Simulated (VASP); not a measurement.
The system is Ta.

```
Ta
1.0
     0.00000    2.08252    2.08252
     2.08252    0.00000    2.08252
     2.08252    2.08252    0.00000
Ta
1
Direct
  0.00000 0.00000 0.00000
```

This isn't the form of Ta at room conditions, which is bcc.

```yaml
Program: VASP 6.6.1
Task: relaxation of cell and atoms
Functional: BLYP
Potentials_or_basis: VASP PAW PBE potentials, release 64 (Ta_sv_GW)
Cutoff: 500 eV
k_mesh: 13 × 13 × 13
Occupations: fermi-dirac, width 0.1 eV
Spin: no spin polarisation
```

At the start: pressure 14.0 GPa; volume 18.06 Å³/atom.

Where does the relaxation end?

Over 4 steps the energy falls by 52.4 meV/atom and the volume is 19.33 Å³/atom (+7.0 %); space group Fm-3m (No. 225, to 0.1 Å) before and after.

The path:
```tsv
step	energy change (eV)	largest force (eV/Å)	pressure (GPa)	volume (Å³)
1	0.0000	0.0000	14.04	18.06
2	0.1804	0.0000	-20.44	22.53
3	-0.0522	0.0000	-0.66	19.39
4	-0.0524	0.0000	-0.04	19.33
```

Final structure:
```
Ta
1.0
     0.00000    2.13009    2.13009
     2.13009    0.00000    2.13009
     2.13009    2.13009    0.00000
Ta
1
Direct
  0.00000 0.00000 0.00000
```

Caveat: the PAW data sets were made with another functional, which shifts forces and pressure a little.
